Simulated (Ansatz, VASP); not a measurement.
**Two plane-wave programs on BaTiO3**

INCAR

```
SYSTEM = BaTiO3
ALGO = Normal
EDIFF = 1E-6
ENCUT = 520
GGA = PE
ISIF = 2
ISMEAR = 0
LASPH = .True.
LCHARG = .False.
LDAU = .True.
LDAUJ = 0 0 0
LDAUL = -1 2 -1
LDAUPRINT = 1
LDAUTYPE = 2
LDAUU = 0 4 0
LMAXMIX = 4
LREAL = .False.
LWAVE = .False.
NBANDS = 28
NELM = 150
PREC = Accurate
SIGMA = 0.05
```

File KPOINTS:

```
k-points
0
Gamma
  6 6 6
  0 0 0
```

POSCAR

```
BaTiO3
1.0
    2.8603720851      1.6514365933      2.3108627746
   -2.8603720851      1.6514365933      2.3108627746
    0.0000000000     -3.3028731867      2.3108627746
Ba Ti O
1 1 3
Direct
    0.0026800181      0.0026800181      0.0026800181
    0.5127992509      0.5127992509      0.5127992509
    0.4903227049      0.4903227049      0.9825753212
    0.4903227049      0.9825753212      0.4903227049
    0.9825753212      0.4903227049      0.4903227049
```

Input for Ansatz:

```yaml
crystal:
  lattice:
    - [2.8603720851, 1.6514365933, 2.3108627746]
    - [-2.8603720851, 1.6514365933, 2.3108627746]
    - [0.0, -3.3028731867, 2.3108627746]
  atoms:
    - { symbol: Ba, position: [0.0026800181, 0.0026800181, 0.0026800181] }
    - { symbol: Ti, position: [0.5127992509, 0.5127992509, 0.5127992509] }
    - { symbol: O, position: [0.4903227049, 0.4903227049, 0.9825753212] }
    - { symbol: O, position: [0.4903227049, 0.9825753212, 0.4903227049] }
    - { symbol: O, position: [0.9825753212, 0.4903227049, 0.4903227049] }
basis:
  ecutwfc: 420
kpoints:
  mp_grid: { grid: [6, 6, 6] }
hamiltonian:
  xc: pbe
  hubbard: { sites: [{ species: Ti, l: d, u_eff: 4.0 }] }
scf:
  occupations: { method: gaussian, width: 0.05 }
output:
  forces: true
  stress: true
  eigenvalues: true
```

Change from the starting cell: strain +0.000 along x and y, -0.015 along z, atoms carried along.

Alike in both runs: task single point; functional PBE; k mesh 6 × 6 × 6; occupations gaussian, width 0.05 eV; no spin polarisation; Hubbard terms Ti d U = 4.0 eV.

|  | VASP | Ansatz |
| --- | --- | --- |
| version | VASP 6.6.1 | Ansatz 0.2.0 |
| potentials or method | VASP PAW PBE potentials, release 64 (Ba_sv, Ti_sv, O), cutoff 520 eV | scalar-relativistic, plane waves, PAW |
| valence electrons in the cell | 40 | 40 |

|  | VASP | Ansatz | Ansatz less VASP |
| --- | --- | --- | --- |
| gap on the k mesh at the Fermi level (eV) | 2.65 | 2.68 | +0.024 |
| least direct gap on the mesh (eV) | 3.08 | 3.07 | -0.009 |
| pressure (GPa) | 6.0 | 2.4 | -3.67 |
| traceless stress, the component that is largest in VASP (GPa) | 1.93 | 2.18 | +0.256 |
| rms of the force components (eV/Å) | 0.288 | 0.061 | -0.2270 |

The programs project onto different local orbitals, so the same U acts differently, and such runs can settle in different states. Atom by atom the forces differ by 0.228 eV/Å (rms over components).

Spin-orbit coupling is off throughout.
